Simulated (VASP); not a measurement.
**Mg2O: relaxation of cell and atoms with PBE**

The system is Mg2O.

```xyz
3
Lattice="2.0368 0.0000 0.0000 0.0000 3.4252 0.0000 0.0000 0.0000 4.1532" Properties=species:S:1:pos:R:3 pbc="T T T"
Mg    0.0000    0.0000    3.0906
Mg    0.0000    1.7126    0.0000
O     0.0000    0.0000    1.0626
```

The cell was built from a structure type or drawn by symmetry, and may not be a known phase.

- Program: VASP 6.6.1
- Task: relaxation of cell and atoms
- Functional: PBE
- Potentials or basis: VASP PAW PBE potentials, release 64 (Mg_sv, O)
- Cutoff: 750 eV
- k mesh: 8 × 6 × 4
- Occupations: gaussian, width 0.1 eV
- Spin: no spin polarisation
- Dipole correction: no
- Mended: yes
- Further INCAR settings: ALGO = Normal; EDIFF = 1e-07; IBRION = 2; EDIFFG = -0.04; NSW = 90; ISIF = 3

```yaml
Relaxed_volume: 15.95 Å³/atom
Relaxed_cell: a = 2.800 Å, b = 3.263 Å, c = 5.238 Å, α = 90.00°, β = 90.00°, γ = 90.00°
Space_group_after_relaxing_to_0.1_Å: Pmm2 (No. 25)
Energy_gained_by_relaxing: 3048.9 meV/atom
Ionic_steps: 47
Pressure_after_relaxing: 0.0 GPa
Largest_force_after_relaxing: 0.028 eV/Å
Band_gap_on_the_k_mesh: zero (bands 13 and 14 overlap by 3.42 eV)
```

Forces in eV/Å, atoms in the order of the input:
```
Mg   0.000  0.000  0.024
Mg   0.000  0.000 -0.028
O    0.000  0.000  0.005
```

Stress tensor (GPa, compression positive):
```
 0.10  0.00  0.00
 0.00 -0.09  0.00
 0.00  0.00  0.01
```

Step by step:
```
step  energy change (eV)  largest force (eV/Å)  pressure (GPa)  volume (Å³)
   1              0.0000                7.4241          104.74        28.97
   3             -8.1147                2.5856           -2.63        48.64
   5             -8.1438                2.3912           -6.14        50.07
   7             -8.7613                0.7776            4.15        45.00
   9             -8.8573                0.2836            2.16        46.25
  11             -8.8680                0.1756           -0.46        47.23
  13             -8.8698                0.0342            0.24        47.08
  15             -8.8759                0.2299            0.41        47.40
  17             -8.8789                0.4918            0.65        47.75
  19             -8.8795                0.5064            0.69        47.77
  21             -8.8818                0.5697            0.73        47.89
  23             -8.8901                0.8241            0.85        48.33
  25             -8.8940                1.1865            0.98        49.00
  27             -8.8954                1.6298            0.14        49.96
  29             -8.9112                1.3737            0.50        49.62
  31             -8.9818                1.2290           -0.69        50.08
  33             -9.0134                1.0215           -2.32        50.57
  35             -9.0590                0.8784           -1.02        49.78
  37             -9.0880                0.1987            5.06        46.32
  39             -9.1342                0.0878            1.24        47.84
  41             -9.1408                0.2145           -0.21        48.00
  43             -9.1443                0.0566            0.14        47.86
  45             -9.1465                0.0598           -0.12        47.90
  47             -9.1466                0.0282            0.01        47.85
```

Final structure:
```
Mg O
1.0
     2.79975    0.00000    0.00000
     0.00000    3.26319    0.00000
     0.00000    0.00000    5.23797
Mg O
2 1
Direct
  0.00000 0.00000 0.63195
  0.00000 0.50000 0.09363
  0.00000 0.00000 0.27442
```

Levels at points of the mesh, in eV from the Fermi level:
```csv
k point,band 10,band 11,band 12,band 13,band 14,band 15,band 16,band 17
"(0.00, 0.00, 0.00)",-5.46,-5.17,-3.75,-1.61,2.28,2.70,7.54,7.70
"(0.50, 0.00, 0.00)",-5.14,-4.21,-3.29,-0.51,-0.24,2.93,6.47,7.23
"(0.00, 0.50, 0.00)",-6.00,-4.59,-1.61,-1.51,-1.50,2.35,5.78,6.12
"(0.50, 0.50, 0.00)",-4.61,-4.33,-3.82,1.23,2.37,2.63,3.47,6.11
"(0.00, 0.00, 0.50)",-6.73,-3.74,-2.71,-1.61,-0.77,5.97,7.21,7.51
"(0.50, 0.00, 0.50)",-4.98,-4.54,-3.29,-1.13,0.44,4.02,4.90,9.09
"(0.00, 0.50, 0.50)",-5.81,-5.08,-2.30,-1.50,-0.25,3.07,3.74,8.07
"(0.50, 0.50, 0.50)",-4.57,-4.28,-3.96,1.92,2.01,2.02,3.20,4.09
```

It took 28 min on 1 thread of AMD EPYC 7R43 64-Core Processor (Zen 3) (shared host), peak memory 0.15 GiB.

Caveat: the k points lie up to 0.32 Å⁻¹ apart in the final cell, too coarse for converged energies and pressures of a metal; the volume moved by over 15 % at a fixed basis, so the end points are rough.
